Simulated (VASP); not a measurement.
# ZnPt (Cmmm) in VASP: further runs

Runs on ZnPt. Level: LDA. Tasks: single point.

Everything below comes from runs of VASP 6.6.1. Logs are shortened: lines on timing, memory, paths and dates and some standing lists are left out, and cuts for length are marked.

## Step 1: The cell of the first run

The structure is orthorhombic, space group Cmmm (No. 65). Conventional cell: a = 4.035 Å, b = 4.065 Å, c = 3.510 Å, α = 90.00°, β = 90.00°, γ = 90.00°. Zn (site symmetry mmm) has 8 Pt at 2.67 to 2.69 Å and 6 Zn at 2.86 to 3.51 Å within 3.6 Å. Within 3.6 Å of Pt (site symmetry mmm) lie 8 Zn at 2.67 to 2.69 Å and 6 Pt at 2.86 to 3.51 Å.

## Step 2: Single point, LDA (strain +0.0075 x Voigt [0, 0, 0, 0, 0, 1])

INCAR reads:

```
  PREC = Accurate
  ENCUT = 570
  EDIFF = 1E-6
  ISMEAR = 0
  SIGMA = 0.15
  LREAL = False
  LASPH = True
  NELM = 120
  ALGO = Normal
  ISIF = 2
  LWAVE = False
  LCHARG = False
  GGA = CA
  NBANDS = 22
  GGA_COMPAT = False
```

KPOINTS reads:

```
Automatic mesh
0
Gamma
  16 16 14
```

POSCAR reads:

```
ZnPt
1.0
    2.8640000000      0.0107400000      0.0000000000
    0.0107400000      2.8640000000      0.0000000000
    0.0000000000      0.0000000000      3.5100000000
Zn Pt
1 1
Direct
    0.5000000000      0.5000000000      0.5000000000
    0.0000000000      0.0000000000      0.0000000000
```

Potentials or basis: VASP PAW LDA potentials, release 64 (Zn, Pt_sv_GW).

Started as:

```
$ cat potpaw_LDA.64/Zn/POTCAR potpaw_LDA.64/Pt_sv_GW/POTCAR > POTCAR
$ mpirun -np 1 vasp_std > vasp.out
```

OUTCAR:

```text
PREC = Accurate
   ENCUT = 570
   EDIFF = 1E-6
   ISMEAR = 0
   LREAL = False
   LASPH = True
   NELM = 120
   ISIF = 2
   GGA = CA

 ion  position               nearest neighbor table
   1  0.500  0.500  0.500-   2 2.67   2 2.67   2 2.67   2 2.67   2 2.69   2 2.69   2 2.69   2 2.69

   2  0.000  0.000  0.000-   1 2.67   1 2.67   1 2.67   1 2.67   1 2.69   1 2.69   1 2.69   1 2.69

  LATTYP: Found a base centered orthorhombic cell.
 ALAT       =     4.0351189890
 B/A-ratio  =     1.0075282309
 C/A-ratio  =     0.8698628243

  Lattice vectors:

 A1 = (  -0.0107400000,  -2.8640000000,   0.0000000000)
 A2 = (   2.8640000000,   0.0107400000,   0.0000000000)
 A3 = (   0.0000000000,   0.0000000000,   3.5100000000)

Analysis of symmetry for initial positions (statically):
=====================================================================
 Subroutine PRICEL returns:
 Original cell was already a primitive cell.

 Routine SETGRP: Setting up the symmetry group for a
 base centered orthorhombic supercell.

 Subroutine GETGRP returns: Found  8 space group operations
 (whereof  8 operations were pure point group operations)
 out of a pool of  8 trial point group operations.

The static configuration has the point symmetry D_2h.

Analysis of symmetry for dynamics (positions and initial velocities):
=====================================================================
 Subroutine PRICEL returns:
 Original cell was already a primitive cell.

 Routine SETGRP: Setting up the symmetry group for a
 base centered orthorhombic supercell.

 Subroutine GETGRP returns: Found  8 space group operations
 (whereof  8 operations were pure point group operations)
 out of a pool of  8 trial point group operations.

The dynamic configuration has the point symmetry D_2h.

 Subroutine INISYM returns: Found  8 space group operations
 (whereof  8 operations are pure point group operations),
 and found     1 'primitive' translations

----------------------------------------------------------------------------------------

                                     Primitive cell

  volume of cell :      28.7904

  direct lattice vectors                    reciprocal lattice vectors
     2.864000000  0.010740000  0.000000000     0.349166921 -0.001309376  0.000000000
     0.010740000  2.864000000  0.000000000    -0.001309376  0.349166921  0.000000000
     0.000000000  0.000000000  3.510000000     0.000000000  0.000000000  0.284900285

  length of vectors
     2.864020137  2.864020137  3.510000000     0.349169376  0.349169376  0.284900285

  position of ions in fractional coordinates (direct lattice)
     0.500000000  0.500000000  0.500000000
     0.000000000  0.000000000  0.000000000

  ion indices of the primitive-cell ions
   primitive index   ion index
                 1           1
                 2           2

----------------------------------------------------------------------------------------

 KPOINTS: Automatic mesh

Automatic generation of k-mesh.
 Grid dimensions read from file:
 generate k-points for:   16   16   14

 Generating k-lattice:

  Cartesian coordinates                     Fractional coordinates (reciprocal lattice)
     0.021822933 -0.000081836  0.000000000     0.062500000 -0.000000000  0.000000000
    -0.000081836  0.021822933  0.000000000    -0.000000000  0.062500000  0.000000000
     0.000000000  0.000000000  0.020350020     0.000000000  0.000000000  0.071428571

  Length of vectors
     0.021823086  0.021823086  0.020350020

  Shift w.r.t. Gamma in fractional coordinates (k-lattice)
     0.000000000  0.000000000  0.000000000

 Subroutine IBZKPT returns following result:
 ===========================================

 Found    584 irreducible k-points:

 Following reciprocal coordinates:
            Coordinates               Weight
  0.000000  0.000000  0.000000      1.000000
  0.062500  0.000000  0.000000      4.000000
  0.125000  0.000000  0.000000      4.000000
  0.187500  0.000000  0.000000      4.000000
  0.250000  0.000000  0.000000      4.000000
  0.312500  0.000000  0.000000      4.000000
[... 16 lines left out ...]
 -0.125000  0.062500  0.000000      4.000000
 -0.062500  0.062500  0.000000      2.000000
 [... further k-points ...]
   k-points           NKPTS =    584   k-points in BZ     NKDIM =    584   number of bands    NBANDS=     22
   number of dos      NEDOS =    301   number of ions     NIONS =      2
   total plane-waves  NPLWV =  16128
   dimension x,y,z NGX =    24 NGY =   24 NGZ =   28
   dimension x,y,z NGXF=    48 NGYF=   48 NGZF=   56
   ions per type =               1   1
   NGX,Y,Z   is equivalent  to a cutoff of  13.93, 13.93, 13.26 a.u.
   NGXF,Y,Z  is equivalent  to a cutoff of  27.86, 27.86, 26.52 a.u.
 SYSTEM =  unknown system
   PREC   = accura    normal or accurate (medium, high low for compatibility)
   ISTART =      0    job   : 0-new  1-cont  2-samecut
   ICHARG =      2    charge: 1-file 2-atom 10-const
   ISPIN  =      1    spin polarized calculation?
   LNONCOLLINEAR =      F non collinear calculations
   LSORBIT =      F    spin-orbit coupling
   LASPH  =      T    aspherical Exc in radial PAW
   ENCUT  =  570.0 eV  41.89 Ry    6.47 a.u.   5.58  5.58  6.83*2*pi/ulx,y,z
   NELM   =    120;   NELMIN=  2; NELMDL= -5     # of ELM steps
   EDIFF  = 0.1E-05   stopping-criterion for ELM
   LREAL  =      F    real-space projection
   EDIFFG = 0.1E-04   stopping-criterion for IOM
   NSW    =      0    number of steps for IOM
   IBRION =     -1    ionic relax: 0-MD 1-quasi-New 2-CG
   NFREE  =      0    steps in history (QN), initial steepest desc. (CG)
   ISIF   =      2    stress and relaxation
   ISYM   =      2    0-nonsym 1-usesym 2-fastsym
   POTIM  = 0.5000    time-step for ionic-motion
   TEBEG  =    0.0;   TEEND  =   0.0 temperature during run
   PSTRESS=    0.0 pullay stress
   NELECT =      30.0000    total number of electrons
   NUPDOWN=      -1.0000    fix difference up-down
   EMIN   =  10.00;   EMAX   =-10.00  energy-range for DOS
   EFERMI =   0.00;   METHOD = LEGACY
   ISMEAR =     0;   SIGMA  =   0.15  broadening in eV -4-tet -1-fermi 0-gaus
   EFERMI_NEDOS =   21; number of points for ismear=-14 and -15
   IALGO  =     38    algorithm
   IMIX   =      4    mixing-type and parameters
     AMIX     =   0.40;   BMIX     =  1.00
     AMIX_MAG =   1.60;   BMIX_MAG =  1.00
  volume/ion in A,a.u.               =      14.40        97.14
  Fermi-wavevector in a.u.,A,eV,Ry     =   1.659713  3.136402 37.479235  2.754646
  Thomas-Fermi vector in A             =   2.747074
   LORBIT       =      0    0 simple, 1 ext, 2 COOP (PROOUT), +10 PAW based schemes
   GGA     = CA    functional components
   LHFCALC =     F    Hartree Fock is set to
   AEXX    =    0.0000 exact exchange contribution
   IVDW    =     0    specifies the selected vdW correction
   LEPSILON=     F    determine dielectric tensor
   LRPA    =     F    only Hartree local field effects (RPA)
 non-spin polarized calculation
 Gauss-broadening in eV      SIGMA  =   0.15
  energy-cutoff  :      570.00
  volume of cell :       28.79
 maximum number of plane-waves:       912
   NGX = 11   NGY = 11   NGZ = 13

 number of electron      30.0000005 magnetization

 Free energy of the ion-electron system (eV)
  ---------------------------------------------------
  ext. energy  EPLUGINS =         0.00000000
  ---------------------------------------------------
  free energy    TOTEN  =       -10.31301703 eV

  energy without entropy =      -10.30846336  energy(sigma->0) =      -10.31074020

 E-fermi :   6.8641     XC(G=0): -13.4600

 val. band max:        6.8395864689   @ k =  -0.3125   0.1250   0.4286
 cond. band min:       6.8894065586   @ k =   0.5000   0.5000   0.0714
 fundamental gap:      0.0498200897
 Fermi energy:         6.8640994374

 k-point     1 :       0.0000    0.0000    0.0000
  band No.  band energies     occupation
      1     -91.1466      2.00000
      2     -45.5681      2.00000
      3     -45.4937      2.00000
      4     -45.4920      2.00000
      5      -3.4872      2.00000
      6      -0.8983      2.00000
[... 14 lines left out ...]
     21      22.4543      0.00000
     22      24.3494      0.00000

 k-point     2 :       0.0625    0.0000    0.0000
  band No.  band energies     occupation
      1     -91.1463      2.00000
      2     -45.5675      2.00000
      3     -45.4998      2.00000
      4     -45.4922      2.00000
      5      -3.4008      2.00000
      6      -0.8743      2.00000
[... 14 lines left out ...]
     21      22.9829      0.00000
     22      24.4009      0.00000

 k-point     3 :       0.1250    0.0000    0.0000
  band No.  band energies     occupation
      1     -91.1456      2.00000
      2     -45.5657      2.00000
      3     -45.5194      2.00000
      4     -45.4908      2.00000
      5      -3.1456      2.00000
      6      -0.8193      2.00000
[... 14 lines left out ...]
     21      24.4500      0.00000
     22      24.5989      0.00000

 k-point     4 :       0.1875    0.0000    0.0000
  band No.  band energies     occupation
      1     -91.1444      2.00000
      2     -45.5631      2.00000
      3     -45.5485      2.00000
      4     -45.4885      2.00000
      5      -2.7338      2.00000
      6      -0.7474      2.00000
[... 14 lines left out ...]
     21      24.1196      0.00000
     22      26.0416      0.00000

 k-point     5 :       0.2500    0.0000    0.0000
  band No.  band energies     occupation
      1     -91.1431      2.00000
      2     -45.5826      2.00000
      3     -45.5601      2.00000
      4     -45.4859      2.00000
      5      -2.1872      2.00000
      6      -0.6624      2.00000
[... 14 lines left out ...]
     21      23.1468      0.00000
     22      25.3652      0.00000

 k-point     6 :       0.3125    0.0000    0.0000
  band No.  band energies     occupation
      1     -91.1416      2.00000
      2     -45.6167      2.00000
      3     -45.5569      2.00000
      4     -45.4830      2.00000
      5      -1.5451      2.00000
      6      -0.5708      2.00000
[... 14 lines left out ...]
     21      21.8247      0.00000
     22      24.1716      0.00000

 k-point     7 :       0.3750    0.0000    0.0000
  band No.  band energies     occupation
      1     -91.1404      2.00000
      2     -45.6455      2.00000
      3     -45.5543      2.00000
      4     -45.4804      2.00000
      5      -0.9083      2.00000
      6      -0.4655      2.00000
[... 324 lines left out ...]
      6      -0.5481      2.00000
[... 14 lines left out ...]
     21      21.8169      0.00000
     22      24.1104      0.00000

 k-point    21 :      -0.2500    0.0625    0.0000
  band No.  band energies     occupation
      1     -91.1427      2.00000
      2     -45.5821      2.00000
      3     -45.5594      2.00000
      4     -45.4925      2.00000
      5      -2.1069      2.00000
      6      -0.6373      2.00000
[... 14 lines left out ...]
     21      23.1785      0.00000
     22      25.4824      0.00000

 k-point    22 :      -0.1875    0.0625    0.0000
  band No.  band energies     occupation
      1     -91.1441      2.00000
      2     -45.5625      2.00000
      3     -45.5479      2.00000
      4     -45.4952      2.00000
      5      -2.6485      2.00000
      6      -0.7204      2.00000
[... 14 lines left out ...]
     21      24.2152      0.00000
     22      26.1646      0.00000

 k-point    23 :      -0.1250    0.0625    0.0000
  band No.  band energies     occupation
      1     -91.1453      2.00000
      2     -45.5651      2.00000
      3     -45.5189      2.00000
      4     -45.4976      2.00000
      5      -3.0584      2.00000
      6      -0.7906      2.00000
[... 14 lines left out ...]
     21      24.4555      0.00000
     22      24.5431      0.00000

 k-point    24 :      -0.0625    0.0625    0.0000
  band No.  band energies     occupation
      1     -91.1461      2.00000
      2     -45.5669      2.00000
      3     -45.5003      2.00000
      4     -45.4981      2.00000
      5      -3.3135      2.00000
      6      -0.8478      2.00000
[... 14 lines left out ...]
     21      23.0263      0.00000
     22      24.4610      0.00000

 [... further k-points ...]
[... 5 lines left out ...]
  --------------------------------------------------------------------------------------
  -------------------------------------------------------------------------------------
  Total       -1.9382226     -1.9382226     -1.9411772     -0.0685846      0.0000000      0.0000000
  in kB     -107.8616847   -107.8616847   -108.0261102     -3.8167185      0.0000000      0.0000000
  external PRESSURE =    -107.9164932 kB  Pullay stress =       0.0000000 kB

 VOLUME and BASIS-vectors are now :
 -----------------------------------------------------------------------------
  energy-cutoff  :      570.00
  volume of cell :       28.79
      direct lattice vectors                 reciprocal lattice vectors
     2.864000000  0.010740000  0.000000000     0.349166921 -0.001309376  0.000000000
     0.010740000  2.864000000  0.000000000    -0.001309376  0.349166921  0.000000000
     0.000000000  0.000000000  3.510000000     0.000000000  0.000000000  0.284900285

 POSITION                                       TOTAL-FORCE (eV/Angst)
 -----------------------------------------------------------------------------------
      1.43737      1.43737      1.75500        -0.000000      0.000000      0.000000
      0.00000      0.00000      0.00000         0.000000      0.000000      0.000000
 -----------------------------------------------------------------------------------
    total drift:                                0.000000      0.000000     -0.000000

  FREE ENERGIE OF THE ION-ELECTRON SYSTEM (eV)
  ---------------------------------------------------
  free  energy   TOTEN  =       -10.3130170322 eV

  energy  without entropy=      -10.3084633593  energy(sigma->0) =      -10.31074020
```

Run time: 2.3 min. Hardware: 1 thread of Intel Xeon Platinum 8488C (Sapphire Rapids), shared host; peak memory 0.51 GiB.

Results:

```yaml
Free_energy: -10.3130 eV
Pressure: -10.8 GPa
Band_gap_on_the_k_mesh: zero (bands 15 and 16 overlap by 4.58 eV)
```

Caveat: the cell differs from its parent crystal (strain +0.0075 x Voigt [0, 0, 0, 0, 0, 1]); the cell stands under tension; spin-orbit coupling is left out, which moves the levels of the heavy elements.

## Step 3: Single point, LDA (strain +0.0025 x Voigt [0, 0, 0, 0, 0, 1])

INCAR: that of step 2 with these lines changed.

```diff
@@ -12,3 +12,2 @@
   LCHARG = False
-  GGA = CA
   NBANDS = 22
```

KPOINTS reads:

```
regular mesh
0
Gamma
  16 16 14
```

POSCAR reads:

```
ZnPt
1.0
    2.8640000000      0.0035800000      0.0000000000
    0.0035800000      2.8640000000      0.0000000000
    0.0000000000      0.0000000000      3.5100000000
Zn Pt
1 1
Direct
    0.5000000000      0.5000000000      0.5000000000
    0.0000000000      0.0000000000      0.0000000000
```

Potentials or basis: VASP PAW LDA potentials, release 64 (Zn, Pt_sv_GW).

Started as:

```
$ cat potpaw_LDA.64/Zn/POTCAR potpaw_LDA.64/Pt_sv_GW/POTCAR > POTCAR
$ mpirun -np 1 vasp_std > vasp.out
```

Wall time 3.5 min (1 thread of AMD EPYC 7R13 (Zen 3), shared host); peak memory 0.48 GiB.

Results (log left out):

```yaml
Free_energy: -10.3132 eV
Pressure: -10.8 GPa
Band_gap_on_the_k_mesh: zero (bands 15 and 16 overlap by 4.59 eV)
```

Stress tensor (GPa, compression positive):
```
-10.79  -0.13   0.00
 -0.13 -10.79   0.00
  0.00   0.00 -10.81
```

Levels at points of the mesh, in eV from the Fermi level:
```tsv
k point	band 11	band 12	band 13	band 14	band 15	band 16	band 17	band 18	band 19	band 20
(0.00, 0.00, 0.00)	-4.58	-3.96	-1.50	-1.50	-0.93	2.45	8.34	8.35	8.84	15.23
(0.50, 0.00, 0.00)	-4.23	-4.22	-4.16	-2.62	-1.59	1.15	9.14	9.78	11.35	12.42
(0.50, 0.50, 0.00)	-2.58	-2.56	-2.55	-0.38	-0.34	0.16	5.09	5.46	9.02	11.86
(0.00, 0.00, 0.50)	-5.95	-4.90	-2.40	-2.39	-1.89	-0.99	12.46	13.60	13.62	14.03
(0.50, 0.00, 0.50)	-4.19	-2.07	-1.83	-1.57	-1.25	-1.19	3.09	4.13	13.42	15.34
(0.50, 0.50, 0.50)	-5.06	-5.05	-1.27	0.17	2.61	5.17	5.21	5.58	6.97	7.00
```

Caveat: the cell differs from its parent crystal (strain +0.0025 x Voigt [0, 0, 0, 0, 0, 1]); the cell stands under tension; spin-orbit coupling is left out, which moves the levels of the heavy elements.

The gap in the log of VASP goes by the Fermi energy; the results here count the filled bands.